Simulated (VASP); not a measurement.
Set up this calculation in VASP 6.6.1, as the native input.

| Property | Result |
| --- | --- |
| Task | single point |
| Functional | PBE |
| Potentials or basis | VASP PAW PBE potentials, release 64 (Bi_d, Te) |
| Cutoff | 520 eV |
| k mesh | 6 × 6 × 6 |
| Occupations | gaussian, width 0.1 eV |
| Spin | no spin polarisation |
| Dipole correction | no |
| Further INCAR settings | ALGO = Normal; EDIFF = 1e-06; NBANDS = 32 |

The structure of Bi2Te3 lies in POSCAR:

```
Bi2Te3
1.0
    2.1930005800      1.2661294700     10.1656703900
   -2.1930005800      1.2661294700     10.1656703900
    0.0000000000     -2.5322589500     10.1656703900
Bi Te
2 3
Direct
    0.4000000100      0.4000000100      0.4000000100
    0.5999999900      0.5999999900      0.5999999900
    0.0000000000      0.0000000000      0.0000000000
    0.2095000000      0.2095000000      0.2095000000
    0.7905000000      0.7905000000      0.7905000000
```

The input as run:

INCAR

```
ALGO = Normal
EDIFF = 1E-6
ENCUT = 520
GGA = PE
ISIF = 2
ISMEAR = 0
LASPH = T
LCHARG = F
LREAL = F
LWAVE = F
NBANDS = 32
NELM = 60
PREC = Accurate
SIGMA = 0.1
```

KPOINTS

```
k-points
0
Gamma
  6 6 6
```

Potentials or basis: VASP PAW PBE potentials, release 64 (Bi_d, Te).

The run is started by

```console
$ cat potpaw_PBE.64/Bi_d/POTCAR potpaw_PBE.64/Te/POTCAR > POTCAR
$ mpirun -np 1 vasp_std > vasp.out
```

Results of the run:

| Property | Result |
| --- | --- |
| Pressure | 1.9 GPa |
| Largest force | 0.025 eV/Å |
| Band gap on the k mesh | 0.28 eV |

Caveat: spin-orbit coupling is left out, which moves the levels of the heavy elements.

Wall time 9.5 min on 1 thread of Intel(R) Xeon(R) Platinum 8375C CPU @ 2.90GHz (Ice Lake) (shared host), peak memory 0.93 GiB.
